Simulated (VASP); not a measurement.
Crystal: K2S.

```
K S
1.0
     0.00000    3.70272    3.70272
     3.70272    0.00000    3.70272
     3.70272    3.70272    0.00000
K S
2 1
Direct
  0.25000 0.25000 0.25000
  0.75000 0.75000 0.75000
  0.00000 0.00000 0.00000
```

Program: VASP 6.6.1. Alike in all runs: task single point; potentials or basis VASP PAW PBE potentials, release 64 (K_sv, S); no spin polarisation; cell as given.

Problem. Order these runs on this cell by their band gap on the k mesh, lowest first.
A. level r2SCAN; k mesh 6 × 6 × 6; cutoff (eV) 550; smearing gaussian 0.01 eV
B. level HSE06; k mesh 4 × 4 × 4; cutoff (eV) 400; smearing gaussian 0.01 eV; grid for exact exchange (PRECFOCK) Normal; share of exact exchange 0.25; screening parameter 0.2079 1/Å
C. level PBE; k mesh 6 × 6 × 6; cutoff (eV) 500; smearing fermi-dirac 0.02 eV

Solution. C (2.38 eV), A (2.76 eV), B (3.31 eV).

A k mesh can miss the band edges.
